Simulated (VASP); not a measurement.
TiAl4Ni3:

```
Ti Al Ni
1.0
     2.83132    0.00000    0.00000
     0.00000    2.83132    0.00000
     0.00000    0.00000   13.12629
Ti Al Ni
1 4 3
Direct
  0.50000 0.50000 0.00000
  0.00000 0.00000 0.84520
  0.00000 0.00000 0.15480
  0.00000 0.00000 0.38498
  0.00000 0.00000 0.61502
  0.50000 0.50000 0.27025
  0.50000 0.50000 0.50000
  0.50000 0.50000 0.72975
```

* Program: VASP 6.6.1
* Task: relaxation of cell and atoms
* Functional: PBE
* Potentials or basis: VASP PAW PBE potentials, release 64 (Ti_sv, Al, Ni)
* Cutoff: 600 eV
* k mesh: 6 × 6 × 2
* Occupations: gaussian, width 0.1 eV
* Spin: no spin polarisation

At the start: pressure -0.3 GPa; volume 13.15 Å³/atom.

**Question.** Where does the relaxation end?

**Answer.** Over 7 steps the energy falls by 3.4 meV/atom and the volume is 13.13 Å³/atom (-0.2 %); space group P4/mmm (No. 123, to 0.05 Å).

Step by step:
```
step  energy change (eV)  largest force (eV/Å)  pressure (GPa)  volume (Å³)
   1              0.0000                0.0771           -0.27       105.23
   2             -0.0143                0.0303            0.22       104.88
   3             -0.0237                0.0705            1.04       104.27
   4             -0.0236                0.0654           -0.99       105.71
   5             -0.0267                0.0554            0.06       104.98
   6             -0.0267                0.0552           -0.01       105.00
   7             -0.0273                0.0200            0.00       105.01
```

Final structure:
```
Ti Al Ni
1.0
     2.86529    0.00000    0.00000
     0.00000    2.86529    0.00000
     0.00000    0.00000   12.79030
Ti Al Ni
1 4 3
Direct
  0.50000 0.50000 0.00000
  0.00000 0.00000 0.84572
  0.00000 0.00000 0.15428
  0.00000 0.00000 0.38445
  0.00000 0.00000 0.61555
  0.50000 0.50000 0.27027
  0.50000 0.50000 0.50000
  0.50000 0.50000 0.72973
```

Caveat: the k points lie up to 0.37 Å⁻¹ apart in the final cell.
